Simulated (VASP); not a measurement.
Input of a VASP 6.6.1 run:

The input INCAR:

```
  PREC = Accurate
  ENCUT = 500
  EDIFF = 1E-6
  ISMEAR = 0
  SIGMA = 0.15
  LREAL = F
  LASPH = T
  NELM = 120
  ALGO = Normal
  ISIF = 2
  LWAVE = F
  LCHARG = T
  GGA = PE
  LELF = T
  LVHAR = T
  NBANDS = 34
  GGA_COMPAT = F
```

KPOINTS

```
Automatic mesh
0
Gamma
  3 3 2
```

Contents of POSCAR:

```
Ga2SeS3
1.0
    2.9474016216     -3.7495817316      0.0000000000
    2.9474016216      3.7495817316      0.0000000000
    0.0000000000      0.0000000000      8.4963153610
Ga Se S
2 1 3
Direct
    0.8067662413      0.1932337587      0.0000000000
    0.1932337587      0.8067662413      0.0000000000
    0.0000000000      0.0000000000      0.5000000000
    0.0000000000      0.0000000000      0.7761701111
    0.0000000000      0.0000000000      0.2238298889
    0.5000000000      0.5000000000      0.0000000000
```

Potentials or basis: VASP PAW PBE potentials, release 64 (Ga_d, Se, S).

Launch:

```console
$ cat potpaw_PBE.64/Ga_d/POTCAR potpaw_PBE.64/Se/POTCAR potpaw_PBE.64/S/POTCAR > POTCAR
$ mpirun -np 1 vasp_std > vasp.out
```

Q: What does it give for the band gap on the k mesh?

A: Zero (bands 25 and 26 overlap by 0.73 eV).

Q: What does it give for the largest force?

A: 0.019 eV/Å.

Forces on the atoms (eV/Å):
```
Ga   0.000  0.019  0.000
Ga   0.000 -0.019  0.000
Se   0.000  0.000  0.000
S    0.000  0.000  0.009
S    0.000  0.000 -0.009
S    0.000  0.000  0.000
```

Caveat: the k points lie up to 0.45 Å⁻¹ apart, too coarse for converged energies and pressures of a metal.
